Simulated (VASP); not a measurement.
A run of VASP 6.6.1 is set up as follows.

Contents of INCAR:

```
  PREC = Accurate
  ENCUT = 520
  EDIFF = 1E-6
  ISMEAR = 0
  SIGMA = 0.05
  LREAL = False
  LASPH = True
  NELM = 60
  ALGO = Normal
  ISIF = 2
  LWAVE = False
  LCHARG = False
  GGA = PE
  NBANDS = 26
```

File KPOINTS:

```
regular mesh
0
Gamma
  8 6 4
```

POSCAR

```
AlN
1.0
   -3.3134793387      0.0000000000      0.0000000000
    0.0000000000      0.0000000000     -4.1875902400
    0.0000000000     -5.7391145645      0.0000000000
Al N
4 4
Direct
    0.5333184513      0.2115695089      0.1666666667
   -0.0333184513      0.2115695089      0.6666666667
    0.0333184513      0.7115695089      0.3333333333
    0.4666815487      0.7115695089      0.8333333333
    0.5321024605      0.8240282554      0.1666666667
   -0.0321024605      0.8240282554      0.6666666667
    0.0321024605      0.3240282554      0.3333333333
    0.4678975395      0.3240282554      0.8333333333
```

Potentials or basis: VASP PAW PBE potentials, release 64 (Al, N).

Launch:

```console
$ cat potpaw_PBE.64/Al/POTCAR potpaw_PBE.64/N/POTCAR > POTCAR
$ mpirun -np 1 vasp_std > vasp.out
```

Question: Predict the pressure.

Answer: 26.0 GPa.

Question: Predict the band gap on the k mesh.

Answer: 3.98 eV, direct.

Stress tensor (GPa, compression positive):
```
-11.68   0.00   0.00
  0.00 -10.64   0.00
  0.00   0.00 100.40
```

Caveat: the cell differs from its parent crystal (mode 4 frozen in at -0.110 Å and mode 5 at -0.310 Å (largest displacements)); forces of over 1 eV/Å act on the atoms, so gaps and moduli don't describe the material at rest. A k mesh can miss the band edges.
